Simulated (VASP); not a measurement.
Set up this calculation in VASP 6.6.1, as the native input.

- Task: relaxation of cell and atoms
- Functional: PBEsol
- Potentials or basis: VASP PAW PBE potentials, release 64 (Al, N)
- Cutoff: 600 eV
- k mesh: 9 × 9 × 2
- Occupations: fermi-dirac, width 0.03 eV
- Spin: no spin polarisation
- Dipole correction: no
- Further INCAR settings: ALGO = Normal; EDIFF = 1e-07; IBRION = 2; EDIFFG = -0.01; NSW = 100; ISIF = 3

The structure of AlN lies in POSCAR:

```
AlN
1.0
    2.9251806508      0.0000000000      0.0000000000
   -1.4625903254      2.5332807543      0.0000000000
    0.0000000000      0.0000000000      9.5536400056
Al N
4 4
Direct
    0.0000000000      0.0000000000      0.0000000000
    0.3333333333      0.6666666667      0.2500000000
    0.0000000000      0.0000000000      0.5000000000
    0.6666666667      0.3333333333      0.7500000000
    0.0000000000      0.0000000000      0.1875000000
    0.3333333333      0.6666666667      0.4375000000
    0.0000000000      0.0000000000      0.6875000000
    0.6666666667      0.3333333333      0.9375000000
```

These files were run (other wordings do the same):

INCAR

```
SYSTEM = AlN
ALGO = Normal ; EDIFF = 1E-7
EDIFFG = -0.01 ; ENCUT = 600
GGA = PS ; IBRION = 2
ISIF = 3 ; ISMEAR = -1
LASPH = .TRUE. ; LCHARG = .FALSE.
LREAL = .FALSE. ; LWAVE = .FALSE.
NELM = 80 ; NSW = 100
PREC = Accurate ; SIGMA = 0.03
```

KPOINTS

```
k-points
0
G
  9 9 2
  0 0 0
```

Potentials or basis: VASP PAW PBE potentials, release 64 (Al, N).

The run is started by

```sh
$ cat potpaw_PBE.64/Al/POTCAR potpaw_PBE.64/N/POTCAR > POTCAR
$ mpirun -np 1 vasp_std > vasp.out
```

It gave:

```json
{
  "Relaxed volume": "10.48 Å³/atom",
  "Relaxed cell": "a = 3.103 Å, b = 3.103 Å, c = 10.050 Å, α = 90.00°, β = 90.00°, γ = 120.00°",
  "Space group after relaxing (to 0.05 Å)": "P6_3mc (No. 186)",
  "Energy gained by relaxing": "210.4 meV/atom",
  "Ionic steps": "9",
  "Pressure after relaxing": "0.0 GPa",
  "Largest force after relaxing": "0.009 eV/Å",
  "Band gap on the k mesh": "4.02 eV, indirect (least direct gap 4.09 eV)"
}
```

Caveat: the volume moved by over 15 % at a fixed basis, so the end points are rough; the PAW data sets were made with another functional, which shifts forces and pressure a little.

Wall time 3.1 min on 1 thread of Intel(R) Xeon(R) Platinum 8488C (Sapphire Rapids), on a shared host, peak memory 0.21 GiB.
